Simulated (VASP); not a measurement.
# HfMoC2 (P4/mmm) in VASP: notebook, part 2 of 2

VASP 6.6.1.

## 5. Single point, PBE

This run uses another cell than the first one, of 12.11 Å³/atom.

Contents of INCAR:

```
SYSTEM = HfMoC2
PREC = Accurate
ENCUT = 520
EDIFF = 1E-6
ISMEAR = -1
SIGMA = 0.05
LREAL = .False.
LASPH = .True.
NELM = 100
ALGO = Normal
ISIF = 2
LWAVE = .False.
LCHARG = .True.
GGA = PE
LELF = .True.
LVHAR = .True.
NBANDS = 24
```

Contents of KPOINTS:

```
regular mesh
0
Gamma
  8 8 6
  0 0 0
```

Contents of POSCAR:

```
HfMoC2
1.0
    3.2540158126      0.0000000000      0.0000000000
    0.0000000000      3.2540158126      0.0000000000
    0.0000000000      0.0000000000      4.5731307251
Hf Mo C
1 1 2
Direct
    0.0000000000      0.0000000000      0.0000000000
    0.5000000000      0.5000000000      0.5000000000
    0.5000000000      0.5000000000      0.0000000000
    0.0000000000      0.0000000000      0.5000000000
```

Potentials or basis: VASP PAW PBE potentials, release 64 (Hf_pv, Mo_sv, C).

Launch:

```bash
$ cat potpaw_PBE.64/Hf_pv/POTCAR potpaw_PBE.64/Mo_sv/POTCAR potpaw_PBE.64/C/POTCAR > POTCAR
$ mpirun -np 1 vasp_std > vasp.out
```

OUTCAR:

```text
SYSTEM = HfMoC2
   PREC = Accurate
   ENCUT = 520
   EDIFF = 1E-6
   ISMEAR = -1
   LREAL = .False.
   LASPH = .True.
   NELM = 100
   ISIF = 2
   GGA = PE

 ion  position               nearest neighbor table
   1  0.000  0.000  0.000-   4 2.29   4 2.29   3 2.30   3 2.30   3 2.30   3 2.30   2 3.24   2 3.24
                             2 3.24   2 3.24   2 3.24   2 3.24   2 3.24   2 3.24
   2  0.500  0.500  0.500-   3 2.29   3 2.29   4 2.30   4 2.30   4 2.30   4 2.30   1 3.24   1 3.24
                             1 3.24   1 3.24   1 3.24   1 3.24   1 3.24   1 3.24
[... 851 lines left out ...]
  --------------------------------------------------------------------------------------
  -------------------------------------------------------------------------------------
  Total       -4.2906113     -4.2906113     -5.4516029      0.0000000     -0.0000000      0.0000000
  in kB     -141.9635390   -141.9635390   -180.3772917      0.0000000     -0.0000000      0.0000000
  external PRESSURE =    -154.7681232 kB  Pullay stress =       0.0000000 kB

 VOLUME and BASIS-vectors are now :
 -----------------------------------------------------------------------------
  energy-cutoff  :      520.00
  volume of cell :       48.42
      direct lattice vectors                 reciprocal lattice vectors
     3.254015813  0.000000000  0.000000000     0.307312582  0.000000000  0.000000000
     0.000000000  3.254015813  0.000000000     0.000000000  0.307312582  0.000000000
     0.000000000  0.000000000  4.573130725     0.000000000  0.000000000  0.218668580

 POSITION                                       TOTAL-FORCE (eV/Angst)
 -----------------------------------------------------------------------------------
      0.00000      0.00000      0.00000         0.000000      0.000000      0.000000
      1.62701      1.62701      2.28657         0.000000      0.000000      0.000000
      1.62701      1.62701      0.00000         0.000000      0.000000      0.000000
      0.00000      0.00000      2.28657         0.000000      0.000000      0.000000
 -----------------------------------------------------------------------------------
    total drift:                                0.000000      0.000000     -0.000000

  FREE ENERGIE OF THE ION-ELECTRON SYSTEM (eV)
  ---------------------------------------------------
  free  energy   TOTEN  =       -40.6385288694 eV

  energy  without entropy=      -40.6249582825  energy(sigma->0) =      -40.63174358
```

OSZICAR:

```text
N       E                     dE             d eps       ncg     rms          rms(c)
DAV:   1     0.209148714877E+03    0.20915E+03   -0.18023E+04  2888   0.133E+03
DAV:   2    -0.400593447926E+02   -0.24921E+03   -0.23729E+03  3528   0.362E+02
DAV:   3    -0.483474119851E+02   -0.82881E+01   -0.81838E+01  3720   0.590E+01
DAV:   4    -0.484357518901E+02   -0.88340E-01   -0.88259E-01  3288   0.646E+00
DAV:   5    -0.484369455504E+02   -0.11937E-02   -0.11935E-02  3840   0.661E-01    0.660E+01
DAV:   6    -0.428784108766E+02    0.55585E+01   -0.41136E+01  3088   0.366E+01    0.304E+01
DAV:   7    -0.420704865847E+02    0.80792E+00   -0.15599E+01  3184   0.284E+01    0.357E+01
DAV:   8    -0.406854879930E+02    0.13850E+01   -0.26625E+00  3176   0.109E+01    0.966E+00
DAV:   9    -0.406432096793E+02    0.42278E-01   -0.26712E-01  3432   0.328E+00    0.228E+00
DAV:  10    -0.406399636050E+02    0.32461E-02   -0.32899E-02  3232   0.127E+00    0.134E+00
DAV:  11    -0.406387093241E+02    0.12543E-02   -0.20718E-03  3504   0.354E-01    0.237E-01
DAV:  12    -0.406385348860E+02    0.17444E-03   -0.74155E-04  3184   0.182E-01    0.568E-02
DAV:  13    -0.406385298845E+02    0.50016E-05   -0.37961E-05  3592   0.368E-02    0.227E-02
DAV:  14    -0.406385288476E+02    0.10369E-05   -0.65585E-06  3544   0.152E-02    0.589E-03
DAV:  15    -0.406385288694E+02   -0.21807E-07   -0.99891E-07  1792   0.770E-03
   1 F= -.40638529E+02 E0= -.40631744E+02  d E =-.135706E-01
```

It took 49 s on 1 thread of Intel Xeon Platinum 8259CL at 2.50GHz (Skylake/Cascade Lake), shared host; peak memory 0.2 GiB.

What came out:

```
Free energy            : -40.6385 eV
Pressure               : -15.5 GPa
Band gap on the k mesh : zero (bands 16 and 17 overlap by 2.17 eV)
```

Stress tensor (GPa, compression positive):
```
-14.20   0.00   0.00
  0.00 -14.20   0.00
  0.00   0.00 -18.04
```

Levels at points of the mesh, in eV from the Fermi level:
| k point | band 12 | band 13 | band 14 | band 15 | band 16 | band 17 | band 18 | band 19 | band 20 | band 21 |
| --- | --- | --- | --- | --- | --- | --- | --- | --- | --- | --- |
| (0.00, 0.00, 0.00) | -1.24 | -1.24 | -1.17 | -1.17 | -0.39 | -0.28 | 0.10 | 0.12 | 0.12 | 0.39 |
| (0.50, 0.00, 0.00) | -4.57 | -4.06 | -3.57 | -3.45 | -0.40 | 0.83 | 2.03 | 2.82 | 3.17 | 4.08 |
| (0.50, 0.50, 0.00) | -3.53 | -3.53 | -1.21 | -1.04 | -1.04 | -0.97 | 0.96 | 1.23 | 2.23 | 3.74 |
| (0.00, 0.00, 0.50) | -3.21 | -2.09 | -2.09 | -1.59 | -1.59 | -1.20 | -0.30 | 1.92 | 1.92 | 3.70 |
| (0.50, 0.00, 0.50) | -4.84 | -4.82 | -4.07 | -3.98 | 0.90 | 0.96 | 1.57 | 4.26 | 5.02 | 5.04 |
| (0.50, 0.50, 0.50) | -4.10 | -4.03 | -4.03 | -3.98 | 0.97 | 0.97 | 1.24 | 3.03 | 3.03 | 3.10 |

Caveat: the cell stands under tension; spin-orbit coupling is left out, which moves the levels of the heavy elements.

## 6. Overview

| cell | gap on the mesh (eV) | pressure (GPa) |
| --- | --- | --- |
| a = 3.126, b = 3.126, c = 4.394 Å, 4 atoms | none | 18.0 |
| a = 3.148, b = 3.148, c = 4.425 Å, 4 atoms | none | 10.9 |
| a = 3.191, b = 3.191, c = 4.485 Å, 4 atoms | none | -1.4 |
| a = 3.254, b = 3.254, c = 4.573 Å, 4 atoms | none | -15.5 |

Alike in all rows: task single point; level PBE; potentials or basis VASP PAW PBE potentials, release 64 (Hf_pv, Mo_sv, C); no spin polarisation; k mesh 8 × 8 × 6; cutoff (eV) 520; smearing fermi-dirac 0.05 eV.

Caveats: spin-orbit coupling is left out, which moves the levels of the heavy elements; the cell stands under pressure (at least some runs); the cell stands under tension (at least some runs).

Total energies depend on the potentials used, so only differences within one code and one set of settings carry meaning.
